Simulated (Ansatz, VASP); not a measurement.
# Two plane-wave programs on Y

```
CELL_PARAMETERS angstrom
5.68819 0.00000 0.00000
-2.84410 4.92612 0.00000
0.00000 0.00000 3.52668
ATOMIC_POSITIONS crystal
Y 0.00000 0.00000 0.00000
Y 0.33333 0.66667 0.50000
Y 0.66667 0.33333 0.50000
```

Alike in both runs: task relaxation of cell and atoms; functional PBE; k mesh 6 × 6 × 9; occupations fermi-dirac, width 0.08 eV; no spin polarisation.

```csv
,VASP,Ansatz
version,VASP 6.6.1,Ansatz 0.2.0
potentials or method,"VASP PAW PBE potentials, release 64 (Y_sv)","PAW with Ansatz's default frozen-core files, scalar-relativistic"
plane-wave cutoff (eV),600,420
valence electrons in the cell,33,33
```

VASP gave:

* relaxed volume (Å³/atom): 32.41
* relaxed length of the cell vector where the two differ most in proportion (Å): 5.643

Task: Which values does Ansatz return?

Result: Relaxed volume (Å³/atom): 32.49; relaxed length of the cell vector where the two differ most in proportion (Å): 5.648.
